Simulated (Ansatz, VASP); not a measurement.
# KTaO3: VASP beside Ansatz

```xyz
5
Lattice="3.9883 0.0598 0.0598 0.0598 3.9883 0.0598 0.0598 0.0598 3.9883" Properties=species:S:1:pos:R:3 pbc="T T T"
K     2.0540    2.0540    2.0540
Ta    0.0000    0.0000    0.0000
O     1.9942    0.0299    0.0299
O     0.0299    1.9942    0.0299
O     0.0299    0.0299    1.9942
```

Change from the starting cell: equal xy, yz and zx shear strains of +3 %, crystal datasets.

Alike in both runs: task electric field gradients; functional LDA; k mesh 5 × 5 × 5; occupations fermi-dirac, width 0.01 eV; no spin polarisation.

|  | VASP | Ansatz |
| --- | --- | --- |
| version | VASP 6.6.1 | Ansatz 0.2.0 |
| potentials or method | VASP PAW LDA potentials, release 64 (K_sv, Ta_pv, O), cutoff 520 eV | all-electron PAW with datasets made for the crystal, scalar-relativistic |

|  | VASP | Ansatz | Ansatz less VASP |
| --- | --- | --- | --- |
| gap on the k mesh at the Fermi level (eV) | 2.05 | 2.11 | +0.057 |
| pressure (GPa) | -4.3 | -5.4 | -1.10 |
| traceless stress, the component that is largest in VASP (GPa) | -2.96 | -2.96 | -0.003 |
| size of Vzz on the site where it differs most (V/Å²) | 69.1 | 74.6 | +5.51 |

LDA's correlation is that of Perdew and Zunger in VASP and of Perdew and Wang (1992) in Ansatz. Ansatz ran all-electron here, and VASP with PAW potentials.

Neither program's run includes spin-orbit coupling.
